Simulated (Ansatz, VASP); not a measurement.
## NbAs in VASP and in Ansatz

```
Nb As
1.0
     3.01596    0.00000    0.00000
     0.00000    3.01596    0.00000
     0.00000    0.00000    3.01596
Nb As
1 1
Direct
  0.00000 0.00000 0.00000
  0.50000 0.50000 0.50000
```

Alike in both runs: task relaxation of cell and atoms; functional PBEsol; k mesh 13 × 13 × 13; occupations fermi-dirac, width 0.1 eV; no spin polarisation.

```csv
,VASP,Ansatz
version,VASP 6.6.1,Ansatz 0.2.0
potentials or method,"VASP PAW PBE potentials, release 64 (Nb_sv, As)","PAW with Ansatz's default frozen-core files, scalar-relativistic"
plane-wave cutoff (eV),500,420
valence electrons in the cell,18,28
```

|  | VASP | Ansatz | Ansatz less VASP |
| --- | --- | --- | --- |
| relaxed volume (Å³/atom) | 16.10 | 16.09 | -0.005 |
| relaxed cell length with the largest relative difference (Å) | 3.181 | 3.181 | -0.0003 |

VASP's potentials were made for PBE, not for PBEsol. VASP's potentials hold 18 valence electrons a cell and Ansatz's 28, so a difference there can come from the potentials and not from the codes.

Noted on VASP's run: the volume moved by over 15 % at a fixed basis, so the end points are rough.
